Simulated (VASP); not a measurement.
A run of VASP 6.6.1 is set up as follows.

Contents of INCAR:

```
ALGO = Fast
EDIFF = 1E-6
ENCUT = 520
GGA = PS
ISIF = 2
ISMEAR = 0
LASPH = T
LCHARG = F
LREAL = F
LWAVE = F
NBANDS = 11
NELM = 60
PREC = Accurate
SIGMA = 0.15
```

Contents of KPOINTS:

```
k-points
0
Gamma
  22 22 22
```

POSCAR

```
Pt
1.0
    0.0000000000      1.9589709028      1.9589709028
    1.9589709028      0.0000000000      1.9589709028
    1.9589709028      1.9589709028      0.0000000000
Pt
1
Direct
    0.0000000000      0.0000000000      0.0000000000
```

Potentials or basis: VASP PAW PBE potentials, release 64 (Pt).

The run is started by

```bash
$ cat potpaw_PBE.64/Pt/POTCAR > POTCAR
$ mpirun -np 1 vasp_std > vasp.out
```

Question: What does it give for the band gap on the k mesh?

Answer: Zero (bands 5 and 6 overlap by 2.24 eV).

Question: Predict the pressure.

Answer: -0.3 GPa.

Caveat: the PAW data sets were made with another functional, which shifts forces and pressure a little; spin-orbit coupling is left out, which moves the levels of the heavy elements.
